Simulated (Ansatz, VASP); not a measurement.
## Ru in VASP and in Ansatz

```
CELL_PARAMETERS angstrom
0.00000 2.70669 2.70669
2.70669 0.00000 2.70669
2.70669 2.70669 0.00000
ATOMIC_POSITIONS crystal
Ru 0.00000 0.00000 0.00000
Ru 0.25000 0.25000 0.25000
```

Alike in both runs: task relaxation of cell and atoms; functional r2SCAN; k mesh 14 × 14 × 14; occupations gaussian, width 0.1 eV; no spin polarisation.

|  | VASP | Ansatz |
| --- | --- | --- |
| version | VASP 6.6.1 | Ansatz 0.2.0 |
| potentials or method | VASP PAW PBE potentials, release 64 (Ru_pv), cutoff 600 eV | scalar-relativistic, plane waves, PAW |
| valence electrons in the cell | 28 | 32 |

```tsv
	VASP	Ansatz	Ansatz less VASP
gap on the k mesh at the Fermi level, each at its own relaxed structure (eV)	none	none	-
relaxed volume (Å³/atom)	19.92	19.83	-0.086
relaxed cell length with the largest relative difference (Å)	3.833	3.828	-0.0055
```

VASP's potentials were made for PBE, not for r2SCAN. A gap of «none» marks a metal or a gap that the smearing closes. VASP's potentials hold 28 valence electrons a cell and Ansatz's 32, so a difference there can come from the potentials and not from the codes.
